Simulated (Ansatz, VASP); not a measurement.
**Two plane-wave programs on K3Pd**

```
CELL_PARAMETERS angstrom
5.44501 0.00000 0.00000
0.00000 5.44501 0.00000
0.00000 0.00000 5.44501
ATOMIC_POSITIONS crystal
K 0.50000 0.50000 0.00000
K 0.50000 0.00000 0.50000
K 0.00000 0.50000 0.50000
Pd 0.00000 0.00000 0.00000
```

Alike in both runs: task single point; functional PBE; k mesh 5 × 5 × 5; occupations fermi-dirac, width 0.05 eV; no spin polarisation.

```csv
,VASP,Ansatz
version,VASP 6.6.1,Ansatz 0.2.0
potentials or method,"VASP PAW PBE potentials, release 64 (K_sv, Pd), cutoff 520 eV","plane waves, PAW"
valence electrons in the cell,37,45
```

|  | VASP | Ansatz | Ansatz less VASP |
| --- | --- | --- | --- |
| pressure (GPa) | 0.0 | 0.0 | +0.01 |

VASP's potentials hold 37 valence electrons a cell and Ansatz's 45, so a difference there can come from the potentials and not from the codes.
